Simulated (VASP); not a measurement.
Here is a VASP 6.6.1 calculation.

File POSCAR:

```
TiAl3
1.0
    2.8396770000      0.0000000000      0.0000000000
    0.0000000000      4.6812640000      0.0000000000
    0.0000000000      0.0000000000      4.9007420000
Ti Al
1 3
Direct
    0.0000000000      0.5000000000      0.1659160000
    0.5000000000      0.5000000000      0.6672710000
    0.5000000000      0.0000000000      0.3309120000
    0.0000000000      0.0000000000      0.8359000000
```

Contents of INCAR.step1:

```
ALGO = Normal
EDIFF = 1E-4
ENCUT = 520
GGA = PE
ISMEAR = 0
LASPH = T
LCHARG = F
LREAL = F
LWAVE = T
NBANDS = 18
NELM = 100
PREC = Accurate
SIGMA = 0.1
```

Contents of INCAR.step2:

```
ALGO = Normal
EDIFF = 1E-6
ENCUT = 520
ISIF = 2
ISMEAR = 0
ISTART = 1
LASPH = T
LCHARG = T
LELF = T
LMIXTAU = T
LREAL = F
LVHAR = T
LWAVE = F
METAGGA = R2SCAN
NBANDS = 18
NELM = 100
PREC = Accurate
SIGMA = 0.1
```

The input KPOINTS:

```
Automatic mesh
0
Gamma
  10 6 6
  0.5 0.5 0.5
```

Potentials or basis: VASP PAW PBE potentials, release 64 (Ti_sv, Al).

Command:

```sh
$ cat potpaw_PBE.64/Ti_sv/POTCAR potpaw_PBE.64/Al/POTCAR > POTCAR
$ cp INCAR.step1 INCAR
$ mpirun -np 1 vasp_std > vasp.out
$ cp INCAR.step2 INCAR
$ mpirun -np 1 vasp_std > vasp.out
```

Predict the pressure.

-2.3 GPa.

Predict the largest force.

0.038 eV/Å.

Forces in eV/Å, atoms in the order of the input:
```
Ti   0.000  0.000 -0.029
Al   0.000  0.000 -0.002
Al   0.000  0.000  0.038
Al   0.000  0.000 -0.007
```

Caveat: the PAW data sets were made with another functional, which shifts forces and pressure a little.
